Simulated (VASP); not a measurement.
# KMgBr3 (P4/mmm) in VASP: further runs

KMgBr3 is run at these levels: PBE; tasks: single point.

Everything below comes from runs of VASP 6.6.1. Logs are shortened: lines on timing, memory, paths and dates and some standing lists are left out, and cuts for length are marked.

## 1. The cell of the first run

Symmetry: P4/mmm, No. 123, tetragonal system. Conventional cell: a = 5.383 Å, b = 5.383 Å, c = 5.255 Å, α = 90.00°, β = 90.00°, γ = 90.00°. K (site symmetry 4/mmm) has 12 Br at 3.76 to 3.81 Å and 8 Mg at 4.63 Å within 4.9 Å. Mg (site symmetry 4/mmm) has 6 Br at 2.63 to 2.69 Å within 3.5 Å. Within 3.5 Å of Br (site symmetry 4/mmm) lie 2 Mg at 2.63 Å. Br (site symmetry mmm) has 2 Mg at 2.69 Å within 3.5 Å.

## 2. Single point, PBE (epitaxial xy strain +1.5%)

INCAR reads:

```
SYSTEM = KMgBr3
ALGO = Normal
EDIFF = 1E-7
ENCUT = 520
GGA = PE
ISIF = 2
ISMEAR = -1
LASPH = .True.
LCHARG = .False.
LREAL = .False.
LWAVE = .False.
NBANDS = 24
NELM = 60
PREC = Accurate
SIGMA = 0.02
```

KPOINTS reads:

```
k-points
0
Gamma
  6 6 6
  0 0 0
```

POSCAR reads:

```
KMgBr3
1.0
    5.3827145950      0.0000000000      0.0000000000
    0.0000000000      5.3827145950      0.0000000000
    0.0000000000      0.0000000000      5.2550502745
K Mg Br
1 1 3
Direct
    0.0000000000      0.0000000000      0.0000000000
    0.5000000000      0.5000000000      0.5000000000
    0.5000000000      0.5000000000      0.0000000000
    0.5000000000      0.0000000000      0.5000000000
    0.0000000000      0.5000000000      0.5000000000
```

Potentials or basis: VASP PAW PBE potentials, release 64 (K_sv, Mg, Br).

On the command line:

```console
> cat potpaw_PBE.64/K_sv/POTCAR potpaw_PBE.64/Mg/POTCAR potpaw_PBE.64/Br/POTCAR > POTCAR
> mpirun -np 1 vasp_std > vasp.out
```

OUTCAR:

```text
SYSTEM = KMgBr3
   EDIFF = 1E-7
   ENCUT = 520
   GGA = PE
   ISIF = 2
   ISMEAR = -1
   LASPH = .True.
   LREAL = .False.
   NELM = 60
   PREC = Accurate

 ion  position               nearest neighbor table
   1  0.000  0.000  0.000-
   2  0.500  0.500  0.500-   3 2.63   3 2.63   5 2.69   4 2.69   4 2.69   5 2.69
   3  0.500  0.500  0.000-   2 2.63   2 2.63
   4  0.500  0.000  0.500-   2 2.69   2 2.69
   5  0.000  0.500  0.500-   2 2.69   2 2.69

  LATTYP: Found a simple tetragonal cell.
 ALAT       =     5.3827145950
 C/A-ratio  =     0.9762825396

  Lattice vectors:

 A1 = (   5.3827145950,   0.0000000000,   0.0000000000)
 A2 = (   0.0000000000,   5.3827145950,   0.0000000000)
 A3 = (   0.0000000000,   0.0000000000,   5.2550502745)

Analysis of symmetry for initial positions (statically):
=====================================================================
 Subroutine PRICEL returns:
 Original cell was already a primitive cell.

 Routine SETGRP: Setting up the symmetry group for a
 simple tetragonal supercell.

 Subroutine GETGRP returns: Found 16 space group operations
 (whereof 16 operations were pure point group operations)
 out of a pool of 16 trial point group operations.

The static configuration has the point symmetry D_4h.

Analysis of symmetry for dynamics (positions and initial velocities):
=====================================================================
 Subroutine PRICEL returns:
 Original cell was already a primitive cell.

 Routine SETGRP: Setting up the symmetry group for a
 simple tetragonal supercell.

 Subroutine GETGRP returns: Found 16 space group operations
 (whereof 16 operations were pure point group operations)
 out of a pool of 16 trial point group operations.

The dynamic configuration has the point symmetry D_4h.

 Subroutine INISYM returns: Found 16 space group operations
 (whereof 16 operations are pure point group operations),
 and found     1 'primitive' translations

----------------------------------------------------------------------------------------

                                     Primitive cell

  volume of cell :     152.2578

[... 89 lines left out ...]
   LNONCOLLINEAR =      F non collinear calculations
   LSORBIT =      F    spin-orbit coupling
   LASPH  =      T    aspherical Exc in radial PAW
   ENCUT  =  520.0 eV  38.22 Ry    6.18 a.u.  10.01 10.01  9.77*2*pi/ulx,y,z
   NELM   =     60;   NELMIN=  2; NELMDL= -5     # of ELM steps
   EDIFF  = 0.1E-06   stopping-criterion for ELM
   LREAL  =      F    real-space projection
   EDIFFG = 0.1E-05   stopping-criterion for IOM
   NSW    =      0    number of steps for IOM
   IBRION =     -1    ionic relax: 0-MD 1-quasi-New 2-CG
   NFREE  =      0    steps in history (QN), initial steepest desc. (CG)
   ISIF   =      2    stress and relaxation
   ISYM   =      2    0-nonsym 1-usesym 2-fastsym
   POTIM  = 0.5000    time-step for ionic-motion
   TEBEG  =    0.0;   TEEND  =   0.0 temperature during run
   PSTRESS=    0.0 pullay stress
   NELECT =      32.0000    total number of electrons
   NUPDOWN=      -1.0000    fix difference up-down
   EMIN   =  10.00;   EMAX   =-10.00  energy-range for DOS
   EFERMI =   0.00;   METHOD = LEGACY
   ISMEAR =    -1;   SIGMA  =   0.02  broadening in eV -4-tet -1-fermi 0-gaus
   EFERMI_NEDOS =   21; number of points for ismear=-14 and -15
   IALGO  =     38    algorithm
   IMIX   =      4    mixing-type and parameters
     AMIX     =   0.40;   BMIX     =  1.00
     AMIX_MAG =   1.60;   BMIX_MAG =  1.00
  volume/ion in A,a.u.               =      30.45       205.50
  Fermi-wavevector in a.u.,A,eV,Ry     =   0.973341  1.839348 12.890057  0.947392
  Thomas-Fermi vector in A             =   2.103712
   LORBIT       =      0    0 simple, 1 ext, 2 COOP (PROOUT), +10 PAW based schemes
   GGA     = PE    functional components
   LHFCALC =     F    Hartree Fock is set to
   AEXX    =    0.0000 exact exchange contribution
   IVDW    =     0    specifies the selected vdW correction
   LEPSILON=     F    determine dielectric tensor
   LRPA    =     F    only Hartree local field effects (RPA)
 non-spin polarized calculation
  energy-cutoff  :      520.00
  volume of cell :      152.26
 maximum number of plane-waves:      4128
   NGX = 21   NGY = 21   NGZ = 19

 number of electron      31.9999995 magnetization

 Free energy of the ion-electron system (eV)
  ---------------------------------------------------
  ext. energy  EPLUGINS =         0.00000000
  ---------------------------------------------------
  free energy    TOTEN  =       -15.25841481 eV

  energy without entropy =      -15.25841481  energy(sigma->0) =      -15.25841481

 E-fermi :   0.3887     XC(G=0):  -7.9409

 val. band max:       -0.1505753389   @ k =   0.5000   0.5000   0.5000
 cond. band min:       2.5234928218   @ k =   0.0000   0.0000   0.0000
 fundamental gap:      2.6740681608
 Fermi energy:         0.3886982969

 k-point     1 :       0.0000    0.0000    0.0000
  band No.  band energies     occupation
      1     -28.9866      2.00000
      2     -13.9014      2.00000
      3     -13.1877      2.00000
      4     -13.1557      2.00000
      5     -12.4538      2.00000
      6     -12.4538      2.00000
[... 637 lines left out ...]
     23       7.9505      0.00000
     24       8.0035      0.00000

 [... further k-points ...]

------------------------ aborting loop because EDIFF is reached ----------------------------------------

  FORCE on cell =-STRESS in cart. coord.  units (eV):
  Direction    XX          YY          ZZ          XY          YZ          ZX
  --------------------------------------------------------------------------------------
  -------------------------------------------------------------------------------------
  Total        0.0119629      0.0119629      0.7480430      0.0000000      0.0000000      0.0000000
  in kB        0.1258833      0.1258833      7.8715009      0.0000000      0.0000000      0.0000000
  external PRESSURE =       2.7077558 kB  Pullay stress =       0.0000000 kB

 VOLUME and BASIS-vectors are now :
 -----------------------------------------------------------------------------
  energy-cutoff  :      520.00
  volume of cell :      152.26
      direct lattice vectors                 reciprocal lattice vectors
     5.382714595  0.000000000  0.000000000     0.185779867  0.000000000  0.000000000
     0.000000000  5.382714595  0.000000000     0.000000000  0.185779867  0.000000000
     0.000000000  0.000000000  5.255050275     0.000000000  0.000000000  0.190293137

 POSITION                                       TOTAL-FORCE (eV/Angst)
 -----------------------------------------------------------------------------------
      0.00000      0.00000      0.00000         0.000000      0.000000      0.000000
      2.69136      2.69136      2.62753         0.000000      0.000000      0.000000
      2.69136      2.69136      0.00000         0.000000      0.000000      0.000000
      2.69136      0.00000      2.62753         0.000000      0.000000      0.000000
      0.00000      2.69136      2.62753         0.000000      0.000000      0.000000
 -----------------------------------------------------------------------------------
    total drift:                                0.000000     -0.000000     -0.000000

  FREE ENERGIE OF THE ION-ELECTRON SYSTEM (eV)
  ---------------------------------------------------
  free  energy   TOTEN  =       -15.2584148140 eV

  energy  without entropy=      -15.2584148140  energy(sigma->0) =      -15.25841481
```

OSZICAR:

```text
N       E                     dE             d eps       ncg     rms          rms(c)
DAV:   1     0.201997000303E+03    0.20200E+03   -0.13122E+04  1920   0.114E+03
DAV:   2    -0.305578000507E+00   -0.20230E+03   -0.19257E+03  2720   0.234E+02
DAV:   3    -0.153453076763E+02   -0.15040E+02   -0.14979E+02  2680   0.614E+01
DAV:   4    -0.157559503715E+02   -0.41064E+00   -0.41018E+00  3104   0.923E+00
DAV:   5    -0.157599878188E+02   -0.40374E-02   -0.40368E-02  2672   0.851E-01    0.381E+00
DAV:   6    -0.153377695286E+02    0.42222E+00   -0.59443E-01  2440   0.286E+00    0.239E+00
DAV:   7    -0.152568665529E+02    0.80903E-01   -0.32639E-01  2440   0.228E+00    0.108E+00
DAV:   8    -0.152582204277E+02   -0.13539E-02   -0.25202E-02  2784   0.833E-01    0.154E-01
DAV:   9    -0.152582702355E+02   -0.49808E-04   -0.55718E-04  2624   0.127E-01    0.769E-02
DAV:  10    -0.152584145385E+02   -0.14430E-03   -0.31011E-04  2496   0.110E-01    0.131E-02
DAV:  11    -0.152584152327E+02   -0.69425E-06   -0.10546E-05  2840   0.168E-02    0.524E-03
DAV:  12    -0.152584149078E+02    0.32491E-06   -0.15178E-06  2528   0.784E-03    0.180E-03
DAV:  13    -0.152584148140E+02    0.93820E-07   -0.30675E-07  2304   0.324E-03
   1 F= -.15258415E+02 E0= -.15258415E+02  d E =-.850737E-13
```

Wall time 60 s (1 thread of AMD EPYC 9R45 (Zen 5), shared host); peak memory 0.29 GiB.

What came out:

```yaml
Free_energy: -15.2584 eV
Pressure: 0.3 GPa
Band_gap_on_the_k_mesh: 2.67 eV (least direct gap 3.15 eV)
```

Stress tensor (GPa, compression positive):
```
0.01 0.00 0.00
0.00 0.01 0.00
0.00 0.00 0.79
```

Caveat: the cell differs from its parent crystal (epitaxial xy strain +1.5%).

(Continued in part 2 of 2.)
